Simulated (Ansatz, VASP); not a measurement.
# One calculation of Sr, two programs

Contents of INCAR:

```
SYSTEM = Sr
  ALGO = Normal
  EDIFF = 1E-6
  ENCUT = 520
  GGA = PS
  ISIF = 2
  ISMEAR = 0
  LASPH = .TRUE.
  LCHARG = .FALSE.
  LREAL = .FALSE.
  LWAVE = .FALSE.
  NBANDS = 11
  NELM = 60
  PREC = Accurate
  SIGMA = 0.1
```

File KPOINTS:

```
k-points
0
G
  8 8 8
  0 0 0
```

Contents of POSCAR:

```
Sr
1.0
   -2.4350000000      2.4350000000      2.4350000000
    2.4350000000     -2.4350000000      2.4350000000
    2.4350000000      2.4350000000     -2.4350000000
Sr
1
Direct
    0.0000000000      0.0000000000      0.0000000000
```

File input.yaml:

```yaml
crystal:
  lattice:
    - [-2.435, 2.435, 2.435]
    - [2.435, -2.435, 2.435]
    - [2.435, 2.435, -2.435]
  atoms:
    - { symbol: Sr, position: [0.0, 0.0, 0.0] }
kpoints:
  mp_grid: { grid: [8, 8, 8] }
scf:
  occupations: { method: gaussian, width: 0.1 }
hamiltonian:
  xc: pbesol
  pseudopotentials: { kind: all_electron, lapw: { basis_error: 0.001 } }
output:
  forces: true
  stress: true
  eigenvalues: true
```

Alike in both runs: task single point; functional PBEsol; k mesh 8 × 8 × 8; occupations gaussian, width 0.1 eV; no spin polarisation.

```csv
,VASP,Ansatz
version,VASP 6.6.1,Ansatz 0.2.0
potentials or method,"VASP PAW PBE potentials, release 64 (Sr_sv), cutoff 520 eV","all-electron LAPW, scalar-relativistic"
```

|  | VASP | Ansatz | Ansatz less VASP |
| --- | --- | --- | --- |
| gap on the k mesh at the Fermi level (eV) | none | none | - |
| pressure (GPa) | -1.3 | -1.3 | -0.01 |

VASP's potentials were made for PBE, not for PBEsol. A gap of «none» marks a metal or a gap that the smearing closes. Ansatz ran all-electron here, and VASP with PAW potentials.
